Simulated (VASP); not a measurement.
Runs of VASP 6.6.1 on HfB2. The structure is that of space group P6/mmm (No. 191), or close to it. The cells are those of the table. 

| task | level | cell | cutoff (eV) | gap on the mesh (eV) | pressure (GPa) | relaxed volume (Å³/atom) |
| --- | --- | --- | --- | --- | --- | --- |
| relaxation of cell and atoms | r2SCAN | relaxed from a = 3.140, b = 3.140, c = 3.480 Å, angles 90.0, 90.0, 120.0°, 3 atoms | 600 | none | 0.0 | (a) |
| single point | r2SCAN+D4 | a = 3.130, b = 3.130, c = 3.465 Å, angles 90.0, 90.0, 120.0°, 3 atoms | 520 | none | -0.6 | - |
| single point | r2SCAN | a = 3.136, b = 3.136, c = 3.481 Å, angles 90.0, 90.0, 120.0°, 3 atoms | 520 | none | -0.6 | - |
| single point | PBE+D3(BJ) | a = 3.122, b = 3.122, c = 3.456 Å, angles 90.0, 90.0, 120.0°, 3 atoms | 520 | none | -0.3 | - |
| relaxation of cell and atoms | r2SCAN+D4 | relaxed from a = 3.140, b = 3.140, c = 3.480 Å, angles 90.0, 90.0, 120.0°, 3 atoms | 600 | none | 0.0 | 9.78 |

Alike in all rows: potentials or basis VASP PAW PBE potentials, release 64 (Hf_pv, B); no spin polarisation; k mesh 12 × 12 × 10; smearing fermi-dirac 0.1 eV.

Q: Fill in the values left out.

A: (a) 9.86.

Caveats: spin-orbit coupling is left out, which moves the levels of the heavy elements; the PAW data sets were made with another functional, which shifts forces and pressure a little (at least some runs).

A k mesh can miss the band edges, and the runs leave out spin-orbit coupling on Hf.

A gap of «none» marks levels without a gap at the run's occupations.
